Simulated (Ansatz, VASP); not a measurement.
**Cu3N in VASP and in Ansatz**

```xyz
4
Lattice="3.7886 0.0000 0.0000 0.0000 3.7886 0.0000 0.0000 0.0000 3.7886" Properties=species:S:1:pos:R:3 pbc="T T T"
Cu    1.8943    0.0000    0.0000
Cu    0.0000    1.8943    0.0000
Cu    0.0000    0.0000    1.8943
N     0.0000    0.0000    0.0000
```

Alike in both runs: task single point; functional PBE; k mesh 10 × 10 × 10; occupations gaussian, width 0.01 eV; no spin polarisation.

|  | VASP | Ansatz |
| --- | --- | --- |
| version | VASP 6.6.1 | Ansatz 0.2.0 |
| potentials or method | VASP PAW PBE potentials, release 64 (Cu, N), cutoff 600 eV | scalar-relativistic, plane waves, PAW |
| valence electrons in the cell | 38 | 62 |

VASP gave:

| Quantity | Value |
| --- | --- |
| gap on the k mesh at the Fermi level (eV) | 0.15 |
| least direct gap on the mesh (eV) | 0.69 |
| pressure (GPa) | 4.6 |

Problem. Which values does Ansatz return?

Solution. gap on the k mesh at the Fermi level (eV): 0.12; least direct gap on the mesh (eV): 0.66; pressure (GPa): 3.8.

VASP's potentials hold 38 valence electrons a cell and Ansatz's 62, so a difference there can come from the potentials and not from the codes.
